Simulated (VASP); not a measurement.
# HfC in VASP: further runs

The runs below take HfC through single point, with PBE.

Everything below comes from runs of VASP 6.6.1. Logs are shortened: lines on timing, memory, paths and dates and some standing lists are left out, and cuts for length are marked.

## (1) The cell of the first run

It takes space group Fm-3m (No. 225, cubic). Conventional cell: a = 4.652 Å, b = 4.652 Å, c = 4.652 Å, α = 90.00°, β = 90.00°, γ = 90.00°. Within 3.1 Å of Hf (site symmetry m-3m) lie 6 C at 2.33 Å. C (site symmetry m-3m) has 6 Hf at 2.33 Å within 3.1 Å.

## (2) Single point, PBE (12.58 Å³/atom)

INCAR reads:

```
PREC = Accurate
ENCUT = 520
EDIFF = 1E-7
ISMEAR = 0
SIGMA = 0.05
LREAL = False
LASPH = True
NELM = 80
ALGO = Normal
ISIF = 2
LWAVE = False
LCHARG = False
GGA = PE
NBANDS = 14
```

KPOINTS reads:

```
Automatic mesh
0
Gamma
  12 12 12
```

POSCAR reads:

```
HfC
1.0
    0.0000000000      2.3257706793      2.3257706793
    2.3257706793      0.0000000000      2.3257706793
    2.3257706793      2.3257706793      0.0000000000
Hf C
1 1
Direct
    0.5000000000      0.5000000000      0.5000000000
    0.0000000000      0.0000000000      0.0000000000
```

Potentials or basis: VASP PAW PBE potentials, release 64 (Hf_pv, C).

Command:

```bash
$ cat potpaw_PBE.64/Hf_pv/POTCAR potpaw_PBE.64/C/POTCAR > POTCAR
$ mpirun -np 1 vasp_std > vasp.out
```

OUTCAR:

```text
PREC = Accurate
   ENCUT = 520
   EDIFF = 1E-7
   ISMEAR = 0
   LREAL = False
   LASPH = True
   NELM = 80
   ISIF = 2
   GGA = PE

 ion  position               nearest neighbor table
   1  0.500  0.500  0.500-   2 2.33   2 2.33   2 2.33   2 2.33   2 2.33   2 2.33
   2  0.000  0.000  0.000-   1 2.33   1 2.33   1 2.33   1 2.33   1 2.33   1 2.33

  LATTYP: Found a face centered cubic cell.
 ALAT       =     4.6515413586

  Lattice vectors:

 A1 = (   0.0000000000,   2.3257706793,   2.3257706793)
 A2 = (   2.3257706793,   0.0000000000,   2.3257706793)
 A3 = (   2.3257706793,   2.3257706793,   0.0000000000)

Analysis of symmetry for initial positions (statically):
=====================================================================
 Subroutine PRICEL returns:
 Original cell was already a primitive cell.

 Routine SETGRP: Setting up the symmetry group for a
 face centered cubic supercell.

 Subroutine GETGRP returns: Found 48 space group operations
 (whereof 48 operations were pure point group operations)
 out of a pool of 48 trial point group operations.

The static configuration has the point symmetry O_h .

Analysis of symmetry for dynamics (positions and initial velocities):
=====================================================================
 Subroutine PRICEL returns:
 Original cell was already a primitive cell.

 Routine SETGRP: Setting up the symmetry group for a
 face centered cubic supercell.

 Subroutine GETGRP returns: Found 48 space group operations
 (whereof 48 operations were pure point group operations)
 out of a pool of 48 trial point group operations.

The dynamic configuration has the point symmetry O_h .

 Subroutine INISYM returns: Found 48 space group operations
 (whereof 48 operations are pure point group operations),
 and found     1 'primitive' translations

----------------------------------------------------------------------------------------

                                     Primitive cell

  volume of cell :      25.1612

  direct lattice vectors                    reciprocal lattice vectors
     0.000000000  2.325770679  2.325770679    -0.214982502  0.214982502  0.214982502
     2.325770679  0.000000000  2.325770679     0.214982502 -0.214982502  0.214982502
     2.325770679  2.325770679  0.000000000     0.214982502  0.214982502 -0.214982502

  length of vectors
     3.289136438  3.289136438  3.289136438     0.372360616  0.372360616  0.372360616

  position of ions in fractional coordinates (direct lattice)
     0.500000000  0.500000000  0.500000000
     0.000000000  0.000000000  0.000000000

  ion indices of the primitive-cell ions
   primitive index   ion index
                 1           1
[... 86 lines left out ...]
   EMIN   =  10.00;   EMAX   =-10.00  energy-range for DOS
   EFERMI =   0.00;   METHOD = LEGACY
   ISMEAR =     0;   SIGMA  =   0.05  broadening in eV -4-tet -1-fermi 0-gaus
   EFERMI_NEDOS =   21; number of points for ismear=-14 and -15
   IALGO  =     38    algorithm
   IMIX   =      4    mixing-type and parameters
     AMIX     =   0.40;   BMIX     =  1.00
     AMIX_MAG =   1.60;   BMIX_MAG =  1.00
  volume/ion in A,a.u.               =      12.58        84.90
  Fermi-wavevector in a.u.,A,eV,Ry     =   1.346503  2.544521 24.668315  1.813070
  Thomas-Fermi vector in A             =   2.474330
   LORBIT       =      0    0 simple, 1 ext, 2 COOP (PROOUT), +10 PAW based schemes
   GGA     = PE    functional components
   LHFCALC =     F    Hartree Fock is set to
   AEXX    =    0.0000 exact exchange contribution
   IVDW    =     0    specifies the selected vdW correction
   LEPSILON=     F    determine dielectric tensor
   LRPA    =     F    only Hartree local field effects (RPA)
 non-spin polarized calculation
 Gauss-broadening in eV      SIGMA  =   0.05
  energy-cutoff  :      520.00
  volume of cell :       25.16
 maximum number of plane-waves:       700
   NGX = 13   NGY = 13   NGZ = 13

 number of electron      14.0000000 magnetization

 Free energy of the ion-electron system (eV)
  ---------------------------------------------------
  ext. energy  EPLUGINS =         0.00000000
  ---------------------------------------------------
  free energy    TOTEN  =       -21.04595486 eV

  energy without entropy =      -21.04539600  energy(sigma->0) =      -21.04567543

 E-fermi :   5.9901     XC(G=0): -12.2804

 val. band max:        5.8613485797   @ k =   0.0833   0.0000   0.0000
 cond. band min:       6.0143777896   @ k =   0.4167   0.3333   0.0000
 fundamental gap:      0.1530292099
 Fermi energy:         5.9901278471

 k-point     1 :       0.0000    0.0000    0.0000
  band No.  band energies     occupation
      1     -23.6321      2.00000
      2     -23.6321      2.00000
      3     -23.6321      2.00000
      4      -6.3583      2.00000
      5       6.9455      0.00000
      6       6.9455      0.00000
      7       6.9455      0.00000
      8       7.3365      0.00000
      9       7.3365      0.00000
     10       7.3365      0.00000
     11       9.3329      0.00000
     12       9.3329      0.00000
     13      12.7624      0.00000
     14      16.9438      0.00000
[... 377 lines left out ...]
      1     -24.2372      2.00000
      2     -23.8231      2.00000
      3     -23.7254      2.00000
      4      -3.0186      2.00000
      5       0.5250      2.00000
      6       3.1639      2.00000
      7       3.2584      2.00000
      8      10.1663      0.00000
      9      10.9582      0.00000
     10      11.1552      0.00000
     11      14.5451      0.00000
     12      15.9911      0.00000
     13      16.8412      0.00000
     14      19.3517      0.00000

 [... further k-points ...]

------------------------ aborting loop because EDIFF is reached ----------------------------------------

  FORCE on cell =-STRESS in cart. coord.  units (eV):
  Direction    XX          YY          ZZ          XY          YZ          ZX
  --------------------------------------------------------------------------------------
  -------------------------------------------------------------------------------------
  Total       -0.1027324     -0.1027324     -0.1027324     -0.0000000     -0.0000000     -0.0000000
  in kB       -6.5416499     -6.5416499     -6.5416499     -0.0000000     -0.0000000     -0.0000000
  external PRESSURE =      -6.5416499 kB  Pullay stress =       0.0000000 kB

 VOLUME and BASIS-vectors are now :
 -----------------------------------------------------------------------------
  energy-cutoff  :      520.00
  volume of cell :       25.16
      direct lattice vectors                 reciprocal lattice vectors
     0.000000000  2.325770679  2.325770679    -0.214982502  0.214982502  0.214982502
     2.325770679  0.000000000  2.325770679     0.214982502 -0.214982502  0.214982502
     2.325770679  2.325770679  0.000000000     0.214982502  0.214982502 -0.214982502

 POSITION                                       TOTAL-FORCE (eV/Angst)
 -----------------------------------------------------------------------------------
      2.32577      2.32577      2.32577        -0.000000      0.000000     -0.000000
      0.00000      0.00000      0.00000         0.000000     -0.000000      0.000000
 -----------------------------------------------------------------------------------
    total drift:                                0.000000     -0.000000      0.000000

  FREE ENERGIE OF THE ION-ELECTRON SYSTEM (eV)
  ---------------------------------------------------
  free  energy   TOTEN  =       -21.0459548570 eV

  energy  without entropy=      -21.0453959993  energy(sigma->0) =      -21.04567543
```

OSZICAR:

```text
N       E                     dE             d eps       ncg     rms          rms(c)
DAV:   1     0.238437439730E+02    0.23844E+02   -0.77167E+03  2032   0.985E+02
DAV:   2    -0.226056724022E+02   -0.46449E+02   -0.43398E+02  2608   0.203E+02
DAV:   3    -0.242201283807E+02   -0.16145E+01   -0.16084E+01  2388   0.272E+01
DAV:   4    -0.242273343639E+02   -0.72060E-02   -0.72055E-02  2376   0.227E+00
DAV:   5    -0.242273785313E+02   -0.44167E-04   -0.44167E-04  2402   0.160E-01    0.568E+01
DAV:   6    -0.211151400670E+02    0.31122E+01   -0.12046E+01  2178   0.182E+01    0.409E+01
DAV:   7    -0.210613939349E+02    0.53746E-01   -0.55295E-01  2484   0.520E+00    0.249E+01
DAV:   8    -0.210529767447E+02    0.84172E-02   -0.74572E-02  2376   0.217E+00    0.641E+00
DAV:   9    -0.210462169135E+02    0.67598E-02   -0.23871E-02  2256   0.906E-01    0.209E+00
DAV:  10    -0.210459607248E+02    0.25619E-03   -0.13182E-03  2566   0.273E-01    0.668E-02
DAV:  11    -0.210459554584E+02    0.52663E-05   -0.78702E-05  2268   0.709E-02    0.227E-02
DAV:  12    -0.210459550849E+02    0.37351E-06   -0.24415E-06  2586   0.141E-02    0.155E-02
DAV:  13    -0.210459548721E+02    0.21284E-06   -0.19785E-07  1974   0.339E-03    0.327E-03
DAV:  14    -0.210459548570E+02    0.15069E-07   -0.16536E-08  1434   0.104E-03
   1 F= -.21045955E+02 E0= -.21045675E+02  d E =-.558858E-03
```

stdout:

```text
POSCAR found type information on POSCAR HfC
 POSCAR found :  2 types and       2 ions
 scaLAPACK will be used
 LDA part: xc-table for (Slater+PW92), standard interpolation
 POSCAR, INCAR and KPOINTS ok, starting setup
 FFT: planning ... GRIDC
 FFT: planning ... GRID_SOFT
 FFT: planning ... GRID
 WAVECAR not read
 entering main loop
```

Run time: 26 s. Hardware: 1 thread of Intel Xeon 8259CL, shared host; peak memory 0.16 GiB.

Results:

```
Free energy            : -21.0460 eV
Pressure               : -0.7 GPa
Band gap on the k mesh : zero (bands 7 and 8 overlap by 1.42 eV)
```

Levels at points of the mesh, in eV from the Fermi level:
```csv
k point,band 4,band 5,band 6,band 7,band 8,band 9,band 10,band 11
"(0.00, 0.00, 0.00)",-12.35,0.96,0.96,0.96,1.35,1.35,1.35,3.34
"(0.50, 0.00, 0.00)",-8.61,-6.18,-3.02,-3.02,5.26,5.26,5.73,6.50
"(0.50, 0.50, 0.00)",-10.45,-2.63,-1.81,-0.14,-0.14,5.26,6.68,6.68
```

Caveat: spin-orbit coupling is left out, which moves the levels of the heavy elements.

## (3) Single point, PBE

This run uses another cell than the first one: it holds 16 atoms, not 2.

INCAR reads:

```
SYSTEM = HfC
ALGO = Normal
EDIFF = 1E-7
ENCUT = 520
GGA = PE
ISIF = 2
ISMEAR = 0
LASPH = .TRUE.
LCHARG = .TRUE.
LELF = .TRUE.
LREAL = Auto
LVHAR = .TRUE.
LWAVE = .FALSE.
NBANDS = 70
NELM = 100
PREC = Accurate
SIGMA = 0.05
```

KPOINTS reads:

```
k-points
0
G
  4 4 4
  0 0 0
```

POSCAR reads:

```
HfC
1.0
    0.0000000000      4.6515413586      4.6515413586
    4.6515413586      0.0000000000      4.6515413586
    4.6515413586      4.6515413586      0.0000000000
Hf C
8 8
Direct
    0.2500000000      0.2500000000      0.2500000000
    0.2500000000      0.2500000000      0.7500000000
    0.2500000000      0.7500000000      0.2500000000
    0.2500000000      0.7500000000      0.7500000000
    0.7500000000      0.2500000000      0.2500000000
    0.7500000000      0.2500000000      0.7500000000
    0.7500000000      0.7500000000      0.2500000000
    0.7500000000      0.7500000000      0.7500000000
    0.0000000000      0.0000000000      0.0000000000
    0.0000000000      0.0000000000      0.5000000000
    0.0000000000      0.5000000000      0.0000000000
    0.0000000000      0.5000000000      0.5000000000
    0.5000000000      0.0000000000      0.0000000000
    0.5000000000      0.0000000000      0.5000000000
    0.5000000000      0.5000000000      0.0000000000
    0.5000000000      0.5000000000      0.5000000000
```

Potentials or basis: VASP PAW PBE potentials, release 64 (Hf_pv, C).

Command:

```bash
$ cat potpaw_PBE.64/Hf_pv/POTCAR potpaw_PBE.64/C/POTCAR > POTCAR
$ mpirun -np 1 vasp_std > vasp.out
```

It took 8.4 min on 1 thread of Intel Xeon 8259CL, shared host; peak memory 0.39 GiB.

The run converged. Its results:

```
Free energy            : -168.3359 eV
Pressure               : -0.6 GPa
Band gap on the k mesh : zero (bands 56 and 57 overlap by 0.40 eV)
```

Levels at points of the mesh, in eV from the Fermi level:
| k point | band 52 | band 53 | band 54 | band 55 | band 56 | band 57 | band 58 | band 59 | band 60 | band 61 |
| --- | --- | --- | --- | --- | --- | --- | --- | --- | --- | --- |
| (0.00, 0.00, 0.00) | -0.03 | -0.03 | -0.03 | -0.03 | -0.03 | 1.07 | 1.07 | 1.07 | 1.45 | 1.45 |
| (0.50, 0.00, 0.00) | -1.75 | -1.68 | -1.68 | -1.68 | -1.68 | 1.82 | 1.82 | 1.82 | 1.82 | 1.82 |
| (0.50, 0.50, 0.00) | -2.42 | -0.44 | -0.44 | -0.36 | -0.36 | -0.36 | -0.36 | 3.73 | 3.73 | 3.73 |

Caveat: spin-orbit coupling is left out, which moves the levels of the heavy elements.

## (4) Single point, PBE

This run uses another cell than the first one: it holds 16 atoms, not 2.

INCAR reads:

```
  ALGO = Normal
  EDIFF = 1E-6
  ENCUT = 520
  GGA = PE
  ISIF = 2
  ISMEAR = 0
  LASPH = T
  LCHARG = F
  LREAL = Auto
  LWAVE = F
  NBANDS = 70
  NELM = 80
  PREC = Accurate
  SIGMA = 0.05
```

KPOINTS reads:

```
k-points
0
Gamma
  4 4 4
```

POSCAR reads:

```
HfC
1.0
   -0.0000388432      4.6517494644      4.6515335183
    4.6516120028     -0.0001044784      4.6515991535
    4.6518635876      4.6520666844     -0.0003560632
Hf C
8 8
Direct
    0.2567107905      0.2397519404      0.2447815503
    0.2567150913      0.2397426618      0.7447767821
    0.2567109434      0.7397486398      0.2447835212
    0.2567219731      0.7397401173      0.7447713706
    0.7567232181      0.2397407831      0.2447731758
    0.7567165670      0.2397497282      0.7447774506
    0.7567177796      0.7397429109      0.2447764963
    0.7567113335      0.7397533029      0.7447821195
    0.0067230439     -0.0102441322     -0.0052345406
    0.0067257696     -0.0102515985      0.4947611619
    0.0067201457      0.4897544801     -0.0052323169
    0.0067305977      0.4897451366      0.4947617287
    0.5067317606     -0.0102563083     -0.0052367147
    0.5067208798     -0.0102457967      0.4947649599
    0.5067262667      0.4897474758     -0.0052387162
    0.5067240457      0.4897571880      0.4947641644
```

Command:

```bash
$ cat potpaw_PBE.64/Hf_pv/POTCAR potpaw_PBE.64/C/POTCAR > POTCAR
$ mpirun -np 1 vasp_std > vasp.out
```

Run time: 31 min. Hardware: 1 thread of Intel Xeon 8259CL, shared host; peak memory 0.54 GiB.

It converged, with:

```yaml
Free_energy: -168.3376 eV
Pressure: -0.7 GPa
Largest_force: 0.004 eV/Å
Band_gap_on_the_k_mesh: zero (bands 56 and 57 overlap by 0.40 eV)
```

Forces on the atoms (eV/Å):
```
Hf  -0.003  0.001  0.003
Hf  -0.002  0.001  0.003
Hf  -0.003  0.001  0.003
Hf  -0.002  0.000  0.003
Hf  -0.002  0.000  0.003
Hf  -0.003  0.001  0.003
Hf  -0.002  0.001  0.003
Hf  -0.003  0.001  0.003
C    0.002 -0.001 -0.003
C    0.003  0.000 -0.003
C    0.002  0.000 -0.003
C    0.003 -0.001 -0.003
C    0.003 -0.001 -0.003
C    0.002  0.000 -0.003
C    0.003  0.000 -0.003
C    0.002 -0.001 -0.003
```

Levels at points of the mesh, in eV from the Fermi level:
| k point | band 53 | band 54 | band 55 | band 56 | band 57 | band 58 | band 59 | band 60 |
| --- | --- | --- | --- | --- | --- | --- | --- | --- |
| (0.00, 0.00, 0.00) | -0.03 | -0.03 | -0.03 | -0.03 | 1.07 | 1.07 | 1.07 | 1.45 |
| (0.50, 0.00, 0.00) | -1.68 | -1.68 | -1.68 | -1.68 | 1.82 | 1.82 | 1.82 | 1.82 |
| (0.00, 0.50, 0.00) | -1.68 | -1.68 | -1.68 | -1.68 | 1.82 | 1.82 | 1.82 | 1.82 |
| (0.50, 0.50, 0.50) | -1.68 | -1.68 | -1.68 | -1.68 | 1.82 | 1.82 | 1.82 | 1.82 |
| (0.50, 0.50, 0.00) | -0.44 | -0.44 | -0.36 | -0.36 | -0.36 | -0.36 | 3.73 | 3.73 |
| (0.00, 0.50, 0.50) | -0.44 | -0.44 | -0.36 | -0.36 | -0.36 | -0.36 | 3.73 | 3.73 |
| (0.00, 0.00, 0.50) | -1.68 | -1.68 | -1.68 | -1.68 | 1.82 | 1.82 | 1.82 | 1.82 |
| (0.50, 0.00, 0.50) | -0.44 | -0.44 | -0.36 | -0.36 | -0.36 | -0.36 | 3.73 | 3.73 |

Caveat: spin-orbit coupling is left out, which moves the levels of the heavy elements.
